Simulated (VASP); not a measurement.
Si8Ge13, 21 atoms in the cell. The cell holds a disordered packing, 21 atoms: a = 7.563 Å, b = 7.819 Å, c = 8.064 Å, α = 88.29°, β = 90.95°, γ = 87.18°. 

- Program: VASP 6.6.1
- Task: single point
- Functional: PBE
- Potentials or basis: VASP PAW PBE potentials, release 64 (Ge_d, Si)
- Cutoff: 410 eV
- k mesh: 1 × 1 × 1, shifted
- Occupations: fermi-dirac, width 0.1861 eV
- Spin: no spin polarisation
- Dipole correction: no
- Mended: yes
- Further INCAR settings: LREAL = Auto; ALGO = Normal; EDIFF = 1e-06; NBANDS = 123; ISYM = -1

Potentials or basis: VASP PAW PBE potentials, release 64 (Ge_d, Si).

Run with:

```console
$ cat potpaw_PBE.64/Ge_d/POTCAR potpaw_PBE.64/Si/POTCAR > POTCAR
$ mpirun -np 1 vasp_std > vasp.out
```

Hardware: 1 thread of Intel(R) Xeon(R) Platinum 8259CL CPU @ 2.50GHz (Skylake/Cascade Lake) (shared host).

Task: Estimate the wall time of this run.

Result: Wall time 120 s on 1 thread of Intel(R) Xeon(R) Platinum 8259CL CPU @ 2.50GHz (Skylake/Cascade Lake), with other jobs on the host, peak memory 0.35 GiB. Counts: scf iterations 16, k points 1.
